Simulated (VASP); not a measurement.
# SrLi2SnS4 (I-42m) in VASP: electric field gradients with r2SCAN

Aim: the electric field gradients of SrLi2SnS4 with r2SCAN.

Program: VASP 6.6.1. These are calculated values, not measurements. Logs are shortened: lines on timing, memory, paths and dates and some standing lists are left out, and cuts for length are marked.

### 1 The cell of the first run

It takes space group I-42m (No. 121, tetragonal). Conventional cell: a = 6.659 Å, b = 6.659 Å, c = 7.918 Å, α = 90.00°, β = 90.00°, γ = 90.00°. Li (site symmetry -4) has 4 S at 2.46 Å within 3.2 Å. Sr (site symmetry -42m) has 8 S at 3.07 to 3.25 Å and 8 Li at 3.87 Å and 2 Sn at 3.96 Å within 4.0 Å. Within 3.2 Å of Sn (site symmetry -42m) lie 4 S at 2.41 Å. S (site symmetry m) has 1 Sn at 2.41 Å and 2 Li at 2.46 Å and 2 Sr at 3.07 to 3.25 Å within 3.3 Å.

### 2 Electric field gradients, r2SCAN

File POSCAR:

```
SrLi2SnS4
1.0
   -3.3295000000      3.3295000000      3.9590000000
    3.3295000000     -3.3295000000      3.9590000000
    3.3295000000      3.3295000000     -3.9590000000
Li Sr Sn S
2 1 1 4
Direct
    0.2500000000      0.7500000000      0.5000000000
    0.7500000000      0.2500000000      0.5000000000
    0.5000000000      0.5000000000      0.0000000000
    0.0000000000      0.0000000000      0.0000000000
    0.0348985534      0.0348985534      0.4187765165
    0.9651014466      0.3838779632      0.0000000000
    0.6161220368      0.6161220368      0.5812234835
    0.3838779632      0.9651014466      0.0000000000
```

File INCAR.step1:

```
SYSTEM = SrLi2SnS4
PREC = Accurate ; ENCUT = 520
ISMEAR = -1 ; SIGMA = 0.02
LREAL = .FALSE. ; LASPH = .TRUE.
NELM = 80 ; NBANDS = 37
GGA = PE ; ALGO = Normal
EDIFF = 1E-4 ; LWAVE = .TRUE.
LCHARG = .FALSE.
```

File INCAR.step2:

```
SYSTEM = SrLi2SnS4
PREC = Accurate ; ENCUT = 520
EDIFF = 1E-8 ; ISMEAR = -1
SIGMA = 0.02 ; LREAL = .FALSE.
LASPH = .TRUE. ; NELM = 80
ALGO = Normal ; ISIF = 2
LWAVE = .FALSE. ; LCHARG = .FALSE.
METAGGA = R2SCAN ; LMIXTAU = .TRUE.
LEFG = .TRUE. ; NBANDS = 37
ISTART = 1
```

File KPOINTS:

```
Automatic mesh
0
G
  6 6 6
  0 0 0
```

Potentials or basis: VASP PAW PBE potentials, release 64 (Li_sv, Sr_sv, Sn_d, S).

Run with:

```console
$ cat potpaw_PBE.64/Li_sv/POTCAR potpaw_PBE.64/Sr_sv/POTCAR potpaw_PBE.64/Sn_d/POTCAR potpaw_PBE.64/S/POTCAR > POTCAR
$ cp INCAR.step1 INCAR
$ mpirun -np 1 vasp_std > vasp.out
$ cp INCAR.step2 INCAR
$ mpirun -np 1 vasp_std > vasp.out
```

OUTCAR:

```text
SYSTEM = SrLi2SnS4
   PREC = Accurate
   ENCUT = 520
   EDIFF = 1E-8
   ISMEAR = -1
   LREAL = .FALSE.
   LASPH = .TRUE.
   NELM = 80
   ISIF = 2
   METAGGA = R2SCAN
   ISTART = 1

 ion  position               nearest neighbor table
   1  0.250  0.750  0.500-   7 2.46   6 2.46   8 2.46   5 2.46
   2  0.750  0.250  0.500-   7 2.46   8 2.46   6 2.46   5 2.46
   3  0.500  0.500  0.000-   6 3.07   8 3.07   5 3.07   7 3.07   7 3.25   8 3.25   6 3.25   5 3.25
                             4 3.96   4 3.96
   4  0.000  0.000  0.000-   5 2.41   7 2.41   6 2.41   8 2.41   3 3.96   3 3.96
   5  0.035  0.035  0.419-   4 2.41   2 2.46   1 2.46   3 3.07   3 3.25
   6  0.965  0.384  0.000-   4 2.41   1 2.46   2 2.46   3 3.07   3 3.25
   7  0.616  0.616  0.581-   4 2.41   2 2.46   1 2.46   3 3.07   3 3.25
   8  0.384  0.965  0.000-   4 2.41   2 2.46   1 2.46   3 3.07   3 3.25

  LATTYP: Found a body centered tetragonal cell.
 ALAT       =     6.6590000000
 C/A-ratio  =     1.1890674275

  Lattice vectors:

 A1 = (  -3.3295000000,   3.3295000000,   3.9590000000)
 A2 = (   3.3295000000,  -3.3295000000,   3.9590000000)
 A3 = (   3.3295000000,   3.3295000000,  -3.9590000000)

Analysis of symmetry for initial positions (statically):
=====================================================================
 Subroutine PRICEL returns:
 Original cell was already a primitive cell.

 Routine SETGRP: Setting up the symmetry group for a
 body centered tetragonal supercell.

 Subroutine GETGRP returns: Found  8 space group operations
 (whereof  8 operations were pure point group operations)
 out of a pool of 16 trial point group operations.

The static configuration has the point symmetry D_2d.

Analysis of symmetry for dynamics (positions and initial velocities):
=====================================================================
 Subroutine PRICEL returns:
 Original cell was already a primitive cell.

 Routine SETGRP: Setting up the symmetry group for a
 body centered tetragonal supercell.

 Subroutine GETGRP returns: Found  8 space group operations
 (whereof  8 operations were pure point group operations)
 out of a pool of 16 trial point group operations.

The dynamic configuration has the point symmetry D_2d.

 Subroutine INISYM returns: Found  8 space group operations
 (whereof  8 operations are pure point group operations),
 and found     1 'primitive' translations

----------------------------------------------------------------------------------------

                                     Primitive cell

  volume of cell :     175.5511

  direct lattice vectors                    reciprocal lattice vectors
    -3.329500000  3.329500000  3.959000000     0.000000000  0.150172699  0.126294519
     3.329500000 -3.329500000  3.959000000     0.150172699  0.000000000  0.126294519
     3.329500000  3.329500000 -3.959000000     0.150172699  0.150172699  0.000000000

  length of vectors
     6.151814488  6.151814488  6.151814488     0.196219634  0.196219634  0.212376267

  position of ions in fractional coordinates (direct lattice)
     0.250000000  0.750000000  0.500000000
     0.750000000  0.250000000  0.500000000
     0.500000000  0.500000000  0.000000000
     0.000000000  0.000000000  0.000000000
     0.034898553  0.034898553  0.418776517
     0.965101447  0.383877963  0.000000000
     0.616122037  0.616122037  0.581223483
     0.383877963  0.965101447  0.000000000

  ion indices of the primitive-cell ions
   primitive index   ion index
                 1           1
                 2           2
                 3           3
                 4           4
                 5           5
                 6           6
                 7           7
                 8           8

----------------------------------------------------------------------------------------

 KPOINTS: Automatic mesh

[... 73 lines left out ...]
   ISIF   =      2    stress and relaxation
   ISYM   =      2    0-nonsym 1-usesym 2-fastsym
   POTIM  = 0.5000    time-step for ionic-motion
   TEBEG  =    0.0;   TEEND  =   0.0 temperature during run
   PSTRESS=    0.0 pullay stress
   NELECT =      54.0000    total number of electrons
   NUPDOWN=      -1.0000    fix difference up-down
   EMIN   =  10.00;   EMAX   =-10.00  energy-range for DOS
   EFERMI =   0.00;   METHOD = LEGACY
   ISMEAR =    -1;   SIGMA  =   0.02  broadening in eV -4-tet -1-fermi 0-gaus
   EFERMI_NEDOS =   21; number of points for ismear=-14 and -15
   IALGO  =     38    algorithm
   IMIX   =      4    mixing-type and parameters
     AMIX     =   0.40;   BMIX     =  1.00
     AMIX_MAG =   1.60;   BMIX_MAG =  1.00
  volume/ion in A,a.u.               =      21.94       148.08
  Fermi-wavevector in a.u.,A,eV,Ry     =   1.105108  2.088352 16.616315  1.221265
  Thomas-Fermi vector in A             =   2.241591
   LORBIT       =      0    0 simple, 1 ext, 2 COOP (PROOUT), +10 PAW based schemes
   METAGGA = R2SCAN    functional components
   LHFCALC =     F    Hartree Fock is set to
   AEXX    =    0.0000 exact exchange contribution
   IVDW    =     0    specifies the selected vdW correction
   LEPSILON=     F    determine dielectric tensor
   LRPA    =     F    only Hartree local field effects (RPA)
 non-spin polarized calculation
  energy-cutoff  :      520.00
  volume of cell :      175.55
 maximum number of plane-waves:      4748
 NGX is ok and might be reduce to    48
   NGX = 23   NGY = 23   NGZ = 23

 number of electron      54.0000020 magnetization

 Free energy of the ion-electron system (eV)
  ---------------------------------------------------
  ext. energy  EPLUGINS =         0.00000000
  ---------------------------------------------------
  free energy    TOTEN  =       -88.10401357 eV

  energy without entropy =      -88.10401357  energy(sigma->0) =      -88.10401357

 E-fermi :   3.1977     XC(G=0):  -9.3952

 val. band max:        2.6661539809   @ k =   0.5000   0.5000   0.5000
 cond. band min:       5.5372667542   @ k =   0.5000   0.5000   0.5000
 fundamental gap:      2.8711127733
 Fermi energy:         3.1976735545

 k-point     1 :       0.0000    0.0000    0.0000
  band No.  band energies     occupation
      1     -43.3418      2.00000
      2     -43.3415      2.00000
      3     -32.6020      2.00000
      4     -18.9299      2.00000
      5     -18.9298      2.00000
      6     -18.9182      2.00000
[... 949 lines left out ...]
     36       9.5545      0.00000
     37      10.3047      0.00000

 [... further k-points ...]

------------------------ aborting loop because EDIFF is reached ----------------------------------------

  FORCE on cell =-STRESS in cart. coord.  units (eV):
  Direction    XX          YY          ZZ          XY          YZ          ZX
  --------------------------------------------------------------------------------------
  -------------------------------------------------------------------------------------
  Total        0.3855673      0.3855673      0.2301583      0.0000000      0.0000000      0.0000000
  in kB        3.5189030      3.5189030      2.1005530      0.0000000      0.0000000      0.0000000
  external PRESSURE =       3.0461197 kB  Pullay stress =       0.0000000 kB

 VOLUME and BASIS-vectors are now :
 -----------------------------------------------------------------------------
  energy-cutoff  :      520.00
  volume of cell :      175.55
      direct lattice vectors                 reciprocal lattice vectors
    -3.329500000  3.329500000  3.959000000     0.000000000  0.150172699  0.126294519
     3.329500000 -3.329500000  3.959000000     0.150172699  0.000000000  0.126294519
     3.329500000  3.329500000 -3.959000000     0.150172699  0.150172699  0.000000000

 POSITION                                       TOTAL-FORCE (eV/Angst)
 -----------------------------------------------------------------------------------
      3.32950     -0.00000      1.97950        -0.000000      0.000000      0.000000
     -0.00000      3.32950      1.97950        -0.000000      0.000000      0.000000
      0.00000      0.00000      3.95900         0.000000      0.000000      0.000000
      0.00000      0.00000      0.00000         0.000000      0.000000      0.000000
      1.39432      1.39432     -1.38161        -0.149664     -0.149664      0.163700
     -1.93518      1.93518      5.34061        -0.149664      0.149664     -0.163700
      1.93518      1.93518      2.57739         0.149664      0.149664      0.163700
      1.93518     -1.93518      5.34061         0.149664     -0.149664     -0.163700
 -----------------------------------------------------------------------------------
    total drift:                               -0.000121     -0.000121     -0.000110

  FREE ENERGIE OF THE ION-ELECTRON SYSTEM (eV)
  ---------------------------------------------------
  free  energy   TOTEN  =       -88.1040135750 eV

  energy  without entropy=      -88.1040135750  energy(sigma->0) =      -88.10401357

 Electric field gradients (V/A^2)
---------------------------------------------------------------------
 ion       V_xx      V_yy      V_zz      V_xy      V_xz      V_yz
---------------------------------------------------------------------
   1      -0.578    -0.578     1.155     0.000    -0.000    -0.000
   2      -0.578    -0.578     1.155     0.000    -0.000    -0.000
   3      -1.068    -1.068     2.137    -0.000    -0.000    -0.000
   4      -0.076    -0.076     0.152     0.001     0.001     0.001
   5      -1.422    -1.422     2.843    71.998   -62.129   -62.129
   6      -1.422    -1.421     2.843   -71.999    62.129   -62.129
   7      -1.422    -1.422     2.843    71.998    62.129    62.129
   8      -1.421    -1.422     2.843   -71.999   -62.129    62.129
---------------------------------------------------------------------

 Electric field gradients after diagonalization (V/A^2)
 (convention: |V_zz| > |V_xx| > |V_yy|)
----------------------------------------------------------------------
 ion       V_xx      V_yy      V_zz     asymmetry (V_yy - V_xx)/ V_zz
----------------------------------------------------------------------
   1      -0.578    -0.577     1.155       0.001
   2      -0.578    -0.577     1.155       0.001
   3      -1.068    -1.068     2.137       0.000
   4      -0.077    -0.075     0.152       0.013
   5     -73.420   -57.455   130.875       0.122
   6     -73.420   -57.455   130.875       0.122
   7     -73.420   -57.455   130.875       0.122
   8     -73.420   -57.455   130.875       0.122
----------------------------------------------------------------------

           NMR quadrupolar parameters

 Cq : quadrupolar parameter    Cq=e*Q*V_zz/h
 eta: asymmetry parameters     (V_yy - V_xx)/ V_zz
 Q  : nuclear electric quadrupole moment in mb (millibarn)
----------------------------------------------------------------------
 ion       Cq(MHz)       eta       Q (mb)
----------------------------------------------------------------------
   1       0.003       0.001       1.000
   2       0.003       0.001       1.000
   3       0.005       0.000       1.000
   4       0.000       0.013       1.000
   5       0.316       0.122       1.000
   6       0.316       0.122       1.000
   7       0.316       0.122       1.000
   8       0.316       0.122       1.000
----------------------------------------------------------------------
```

Run time: 21 min. Hardware: 1 thread of Intel Xeon 6975P-C (Granite Rapids), shared host; peak memory 0.49 GiB.

Results:

| Quantity | Value |
| --- | --- |
| Free energy | -88.1040 eV |
| Largest force | 0.268 eV/Å |
| Band gap on the k mesh | 2.87 eV |
| Largest electric field gradient by atom | Li +1.2; Sr +2.1; Sn +0.2; S +130.9 V/Å² |

Forces in eV/Å, atoms in the order of the input:
```
Li   0.000  0.000  0.000
Li   0.000  0.000  0.000
Sr   0.000  0.000  0.000
Sn   0.000  0.000  0.000
S   -0.150 -0.150  0.164
S   -0.150  0.150 -0.164
S    0.150  0.150  0.164
S    0.150 -0.150 -0.164
```

Levels at points of the mesh, in eV from the valence-band top:
```csv
k point,band 23,band 24,band 25,band 26,band 27,band 28,band 29,band 30,band 31,band 32
"(0.00, 0.00, 0.00)",-0.97,-0.94,-0.54,-0.39,-0.39,3.00,4.29,5.04,5.56,5.98
"(0.50, 0.00, 0.00)",-1.34,-1.29,-0.90,-0.69,-0.53,3.19,4.20,5.28,5.44,5.63
"(0.50, 0.50, 0.00)",-1.37,-1.37,-1.10,-1.10,-0.56,3.29,4.62,5.11,5.23,5.32
"(0.50, 0.50, 0.50)",-1.97,-1.80,-0.51,-0.51,0.00,2.87,4.52,4.52,4.86,5.92
```

Electric field gradients, principal values (V/Å²):
```
atom    least   middle  greatest (by size)
1 Li   -0.577   -0.578               1.155
2 Li   -0.577   -0.578               1.155
3 Sr   -1.068   -1.068               2.137
4 Sn   -0.075   -0.077               0.152
 5 S  -57.455  -73.420             130.875
 6 S  -57.455  -73.420             130.875
 7 S  -57.455  -73.420             130.875
 8 S  -57.455  -73.420             130.875
```

Caveat: the cutoff is under 1.25 times the usual one of these potentials, so pressure, stress and relaxed cells hold a basis-set (Pulay) error; without QUAD_EFG the Cq values of the log hold for a quadrupole moment of 1 mb, not for the nuclei; the PAW data sets were made with another functional, which shifts forces and pressure a little; spin-orbit coupling is left out, which moves the levels of the heavy elements.
